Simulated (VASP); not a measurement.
# MoS2: single point with PBE+D3(BJ)

Crystal: MoS2.

```xyz
3
Lattice="1.6554 0.9557 5.1342 -1.6554 0.9557 5.1342 0.0000 -1.9115 5.1342" Properties=species:S:1:pos:R:3 pbc="T T T"
Mo    0.0000    0.0000    0.0003
S     0.0000    0.0000   11.6064
S     0.0000    0.0000    8.9296
```

```
Program                : VASP 6.6.1
Task                   : single point
Functional             : PBE
Dispersion             : D3(BJ)
Potentials or basis    : VASP PAW PBE potentials, release 64 (Mo_sv, S)
Cutoff                 : 520 eV
k mesh                 : 12 × 12 × 12
Occupations            : gaussian, width 0.05 eV
Spin                   : no spin polarisation
Dipole correction      : no
Further INCAR settings : ALGO = Normal; EDIFF = 1e-07; NBANDS = 20
```

```
Pressure                   : 12.4 GPa
Largest force              : 3.215 eV/Å
Band gap on the k mesh     : zero (bands 13 and 14 overlap by 1.28 eV)
Dispersion energy per atom : -0.469 eV
```

Forces on the atoms (eV/Å):
```
Mo   0.000  0.000  0.077
S    0.000  0.000  3.137
S    0.000  0.000 -3.215
```

Stress tensor (GPa, compression positive):
```
 1.27  0.00  0.00
 0.00  1.27  0.00
 0.00  0.00 34.71
```

Levels at points of the mesh, in eV from the Fermi level:
| k point | band 11 | band 12 | band 13 | band 14 | band 15 | band 16 |
| --- | --- | --- | --- | --- | --- | --- |
| (0.00, 0.00, 0.00) | -3.45 | -0.10 | 0.80 | 1.42 | 1.42 | 2.75 |
| (0.50, 0.00, 0.00) | -2.74 | -1.66 | -1.21 | 0.89 | 1.09 | 3.33 |
| (0.50, 0.50, 0.00) | -3.27 | -2.36 | -1.54 | 0.65 | 1.12 | 3.01 |
| (0.50, 0.50, 0.50) | -3.30 | -2.98 | 0.91 | 1.74 | 1.74 | 2.23 |

It took 11 min on 1 thread of Intel Xeon 8259CL, with other jobs on the host, peak memory 0.38 GiB.

Caveat: the cell stands under pressure; forces of over 1 eV/Å act on the atoms, so gaps and moduli don't describe the material at rest.
